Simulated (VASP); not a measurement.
# BaTiO3 (R3m) in VASP: a series of runs, part 2 of 2

VASP 6.6.1. Earlier steps stand in the parts before.

### Step 3. Single point, PBE+U (equal strain along all axes, cell held: +4.5 %, then relaxed in part)

File INCAR:

```
  PREC = Accurate
  ENCUT = 520
  EDIFF = 1E-6
  ISMEAR = 0
  SIGMA = 0.02
  LREAL = F
  LASPH = T
  NELM = 150
  ALGO = Normal
  ISIF = 2
  LWAVE = F
  LCHARG = T
  LMAXMIX = 4
  LDAU = T
  LDAUTYPE = 2
  LDAUL = -1 2 -1
  LDAUU = 0 4 0
  LDAUJ = 0 0 0
  LDAUPRINT = 1
  GGA = PE
  LELF = T
  LVHAR = T
  NBANDS = 28
```

File KPOINTS:

```
Automatic mesh
0
Gamma
  6 6 6
```

File POSCAR:

```
BaTiO3
1.0
    2.9892485377      1.7258434479      2.4517903641
   -2.9892485377      1.7258434479      2.4517903641
    0.0000000000     -3.4516868959      2.4517903640
Ba Ti O
1 1 3
Direct
    0.0139316048      0.0139316048      0.0139316048
    0.5267947097      0.5267947097      0.5267947097
    0.4841135183      0.9621476492      0.4841135183
    0.4841135183      0.4841135183      0.9621476492
    0.9621476492      0.4841135183      0.4841135183
```

Potentials or basis: VASP PAW PBE potentials, release 64 (Ba_sv, Ti_sv, O).

Launch:

```console
$ cat potpaw_PBE.64/Ba_sv/POTCAR potpaw_PBE.64/Ti_sv/POTCAR potpaw_PBE.64/O/POTCAR > POTCAR
$ mpirun -np 1 vasp_std > vasp.out
```

OUTCAR:

```text
PREC = Accurate
   ENCUT = 520
   EDIFF = 1E-6
   ISMEAR = 0
   LREAL = F
   LASPH = T
   NELM = 150
   ISIF = 2
   GGA = PE

 ion  position               nearest neighbor table
   1  0.014  0.014  0.014-   3 2.83   5 2.83   4 2.83   4 3.00   4 3.00   3 3.00   5 3.00   3 3.00
                             5 3.00   5 3.19   3 3.19   4 3.19   2 3.58   2 3.63   2 3.63   2 3.63
   2  0.527  0.527  0.527-   3 1.86   5 1.86   4 1.86   3 2.41   5 2.41   4 2.41   1 3.58   1 3.63
                             1 3.63   1 3.63   1 3.70   1 3.70   1 3.70   1 3.77
   3  0.484  0.962  0.484-   2 1.86   2 2.41   1 2.83   1 3.00   1 3.00   1 3.19
   4  0.484  0.484  0.962-   2 1.86   2 2.41   1 2.83   1 3.00   1 3.00   1 3.19
   5  0.962  0.484  0.484-   2 1.86   2 2.41   1 2.83   1 3.00   1 3.00   1 3.19

  LATTYP: Found a trigonal (rhomboedric) cell.
 ALAT       =     4.2338420396
 COS(alpha) =     0.0030239058

  Lattice vectors:

 A1 = (   2.9892485377,   1.7258434479,   2.4517903641)
 A2 = (  -2.9892485377,   1.7258434479,   2.4517903641)
 A3 = (   0.0000000000,  -3.4516868959,   2.4517903640)

Analysis of symmetry for initial positions (statically):
=====================================================================
[... 212 lines left out ...]

  energy without entropy =      -36.99678516  energy(sigma->0) =      -36.99678516

 E-fermi :   2.8695     XC(G=0): -10.3368

 val. band max:        2.6244286374   @ k =   0.5000   0.5000   0.5000
 cond. band min:       5.8215084026   @ k =  -0.1667   0.1667   0.0000
 fundamental gap:      3.1970797652
 Fermi energy:         2.8695113315

 k-point     1 :       0.0000    0.0000    0.0000
  band No.  band energies     occupation
      1     -54.7385      2.00000
      2     -30.9878      2.00000
      3     -30.9233      2.00000
      4     -30.9233      2.00000
      5     -22.6535      2.00000
      6     -13.8009      2.00000
[... 733 lines left out ...]
     27       9.9246      0.00000
     28      10.3120      0.00000

 [... further k-points ...]
[... 5 lines left out ...]
  --------------------------------------------------------------------------------------
  -------------------------------------------------------------------------------------
  Total       -2.9642298     -2.9642298     -2.1883755      0.0000000     -0.0000000      0.0000000
  in kB      -62.5783981    -62.5783981    -46.1991955      0.0000000     -0.0000000      0.0000000
  external PRESSURE =     -57.1186639 kB  Pullay stress =       0.0000000 kB

 VOLUME and BASIS-vectors are now :
 -----------------------------------------------------------------------------
  energy-cutoff  :      520.00
  volume of cell :       75.89
      direct lattice vectors                 reciprocal lattice vectors
     2.989248538  1.725843448  2.451790364     0.167266118  0.096571139  0.135955071
    -2.989248538  1.725843448  2.451790364    -0.167266118  0.096571139  0.135955071
     0.000000000 -3.451686896  2.451790364     0.000000000 -0.193142277  0.135955071

 POSITION                                       TOTAL-FORCE (eV/Angst)
 -----------------------------------------------------------------------------------
      0.00000     -0.00000      0.10247        -0.000000      0.000000     -0.078762
      0.00000     -0.00000      3.87477        -0.000000      0.000000     -0.853147
     -1.42896      0.82501      4.73287        -0.403364      0.232882      0.310636
      0.00000     -1.65002      4.73287        -0.000000     -0.465764      0.310636
      1.42896      0.82501      4.73287         0.403364      0.232882      0.310636
 -----------------------------------------------------------------------------------
    total drift:                                0.000000      0.000004     -0.000100

  FREE ENERGIE OF THE ION-ELECTRON SYSTEM (eV)
  ---------------------------------------------------
  free  energy   TOTEN  =       -36.9967851588 eV

  energy  without entropy=      -36.9967851588  energy(sigma->0) =      -36.99678516
```

Run time: 46 s. Hardware: 1 thread of Intel Xeon Platinum 8488C (Sapphire Rapids), shared host; peak memory 0.21 GiB.

What came out:

```yaml
Free_energy: -36.9968 eV
Pressure: -5.7 GPa
Largest_force: 0.853 eV/Å
Band_gap_on_the_k_mesh: 3.20 eV, indirect (least direct gap 3.80 eV)
```

Forces in eV/Å, atoms in the order of the input:
```
Ba   0.000  0.000 -0.079
Ti   0.000  0.000 -0.853
O   -0.403  0.233  0.311
O    0.000 -0.466  0.311
O    0.403  0.233  0.311
```

Eigenvalues of the final occupation matrices:
```tsv
site	spin	trace	eigenvalues
site 2 d	1	0.85	0.12 0.12 0.12 0.24 0.24
site 2 d	2	0.85	0.12 0.12 0.12 0.24 0.24
```

Caveat: the cell differs from its parent crystal (equal strain along all axes, cell held: +4.5 %, then relaxed in part); spin-orbit coupling is left out, which moves the levels of the heavy elements. A k mesh can miss the band edges.

### Step 4. Single point, PBE+U

This run uses another cell than the first one, of 15.18 Å³/atom, 1.044 times its volume.

File INCAR:

```
SYSTEM = BaTiO3
PREC     = Accurate       ! precision mode
ENCUT    = 520            ! plane-wave cutoff, eV
EDIFF    = 1E-7           ! SCF threshold, eV
ISMEAR   = 0              ! smearing method
SIGMA    = 0.02           ! smearing width, eV
LREAL    = .False.        ! projectors in reciprocal space
LASPH    = .True.         ! aspherical terms in the spheres
NELM     = 150            ! most SCF steps
ALGO     = Normal         ! electronic algorithm
ISIF     = 2              ! what is computed and relaxed
LWAVE    = .False.        ! write WAVECAR
LCHARG   = .True.         ! write CHGCAR
LMAXMIX  = 4              ! l up to which the mixer works
LDAU     = .True.         ! DFT+U
LDAUTYPE = 2            
LDAUL    = -1 2 -1        ! shell
LDAUU    = 0 4 0          ! U, eV
LDAUJ    = 0 0 0        
LDAUPRINT= 1            
GGA      = PE             ! functional
LELF     = .True.         ! ELF
LVHAR    = .True.       
NBANDS   = 28             ! bands
```

File KPOINTS:

```
Automatic mesh
0
Gamma
  6 6 6
  0 0 0
```

POSCAR is that of step 3.

Launch:

```console
$ cat potpaw_PBE.64/Ba_sv/POTCAR potpaw_PBE.64/Ti_sv/POTCAR potpaw_PBE.64/O/POTCAR > POTCAR
$ mpirun -np 1 vasp_std > vasp.out
```

Run time: 51 s. Hardware: 1 thread of Intel Xeon Platinum 8488C (Sapphire Rapids), shared host; peak memory 0.22 GiB.

Results (log left out):

```yaml
Free_energy: -36.9968 eV
Pressure: -5.7 GPa
Largest_force: 0.853 eV/Å
Band_gap_on_the_k_mesh: 3.20 eV, indirect (least direct gap 3.80 eV)
```

Forces on the atoms (eV/Å):
```
Ba   0.000  0.000 -0.079
Ti   0.000  0.000 -0.853
O   -0.403  0.233  0.311
O    0.000 -0.465  0.311
O    0.403  0.233  0.311
```

Stress tensor (GPa, compression positive):
```
-6.26  0.00  0.00
 0.00 -6.26  0.00
 0.00  0.00 -4.62
```

Levels at points of the mesh, in eV from the valence-band top:
```csv
k point,band 17,band 18,band 19,band 20,band 21,band 22,band 23,band 24
"(0.00, 0.00, 0.00)",-0.88,-0.88,-0.87,-0.82,3.38,3.38,3.49,4.45
"(0.50, 0.00, 0.00)",-1.50,-1.29,-1.14,-0.98,3.48,3.95,4.17,4.48
"(0.50, 0.50, 0.00)",-1.63,-0.95,-0.81,-0.10,3.96,4.16,4.36,4.55
"(0.50, 0.50, 0.50)",-2.16,-0.10,-0.10,0.00,4.15,4.57,4.57,5.81
```

Eigenvalues of the final occupation matrices:
```
    site  spin  trace               eigenvalues
site 2 d     1   0.85  0.12 0.12 0.12 0.24 0.24
site 2 d     2   0.85  0.12 0.12 0.12 0.24 0.24
```

Caveat: spin-orbit coupling is left out, which moves the levels of the heavy elements.

### Step 5. Single point, PBE+U (equal strain along all axes, cell held: +1.5 %, then relaxed in part)

File INCAR:

```
  ALGO = Normal
  EDIFF = 1E-6
  ENCUT = 520
  GGA = PE
  ISIF = 2
  ISMEAR = 0
  LASPH = T
  LCHARG = F
  LDAU = T
  LDAUJ = 0 0 0
  LDAUL = -1 2 -1
  LDAUPRINT = 1
  LDAUTYPE = 2
  LDAUU = 0 4 0
  LMAXMIX = 4
  LREAL = F
  LWAVE = F
  NBANDS = 28
  NELM = 150
  PREC = Accurate
  SIGMA = 0.02
```

File KPOINTS:

```
k-points
0
Gamma
  6 6 6
```

File POSCAR:

```
BaTiO3
1.0
    2.9034327902      1.6762977030      2.3814040378
   -2.9034327902      1.6762977030      2.3814040378
    0.0000000000     -3.3525954060      2.3814040378
Ba Ti O
1 1 3
Direct
    0.0050583078      0.0050583078      0.0050583078
    0.5176191851      0.5176191851      0.5176191851
    0.4870314484      0.9743606104      0.4870314484
    0.4870314484      0.4870314484      0.9743606104
    0.9743606104      0.4870314484      0.4870314484
```

Launch:

```console
$ cat potpaw_PBE.64/Ba_sv/POTCAR potpaw_PBE.64/Ti_sv/POTCAR potpaw_PBE.64/O/POTCAR > POTCAR
$ mpirun -np 1 vasp_std > vasp.out
```

It took 22 s on 1 thread of Intel Xeon 6975P-C (Granite Rapids), shared host; peak memory 0.21 GiB.

It converged, with:

```yaml
Free_energy: -37.2678 eV
Pressure: -0.7 GPa
Largest_force: 0.750 eV/Å
Band_gap_on_the_k_mesh: 2.91 eV, indirect (least direct gap 3.49 eV)
```

Forces on the atoms (eV/Å):
```
Ba   0.000  0.000 -0.054
Ti   0.000  0.000 -0.750
O   -0.329  0.190  0.268
O    0.000 -0.380  0.268
O    0.329  0.190  0.268
```

Stress tensor (GPa, compression positive):
```
-0.78  0.00  0.00
 0.00 -0.78  0.00
 0.00  0.00 -0.54
```

Levels at points of the mesh, in eV from the valence-band top:
```
           k point  band 16  band 17  band 18  band 19  band 20  band 21  band 22  band 23  band 24  band 25
(0.00, 0.00, 0.00)    -1.27    -0.95    -0.65    -0.59    -0.59     2.91     2.91     3.02     4.27     4.27
(0.50, 0.00, 0.00)    -1.90    -1.56    -1.45    -1.03    -0.94     3.05     3.96     4.09     4.25     5.53
(0.50, 0.50, 0.00)    -2.41    -1.73    -0.93    -0.87    -0.09     4.04     4.08     4.37     4.60     7.09
(0.50, 0.50, 0.50)    -2.32    -2.25    -0.04    -0.04     0.00     4.38     4.60     4.60     6.15     6.15
```

Eigenvalues of the final occupation matrices:
```tsv
site	spin	trace	eigenvalues
site 2 d	1	0.82	0.11 0.11 0.11 0.24 0.24
site 2 d	2	0.82	0.11 0.11 0.11 0.24 0.24
```

Caveat: the cell differs from its parent crystal (equal strain along all axes, cell held: +1.5 %, then relaxed in part); spin-orbit coupling is left out, which moves the levels of the heavy elements. A k mesh can miss the band edges.

### Step 6. The runs side by side

| cell | gap on the mesh (eV) | pressure (GPa) | largest force (eV/Å) |
| --- | --- | --- | --- |
| a = 4.173 Å, angles 89.8°, 5 atoms | 3.09 | -3.7 | 0.82 |
| a = 4.234 Å, angles 89.8°, 5 atoms | 3.20 | -5.7 | 0.85 |
| a = 4.112 Å, angles 89.8°, 5 atoms | 2.91 | -0.7 | 0.75 |

Alike in all rows: task single point; level PBE+U; potentials or basis VASP PAW PBE potentials, release 64 (Ba_sv, Ti_sv, O); no spin polarisation; Ti d U = 4.0 eV; k mesh 6 × 6 × 6; cutoff (eV) 520; smearing gaussian 0.02 eV.

Caveats: spin-orbit coupling is left out, which moves the levels of the heavy elements.

Absolute energies hang on the potentials; compare differences alone.
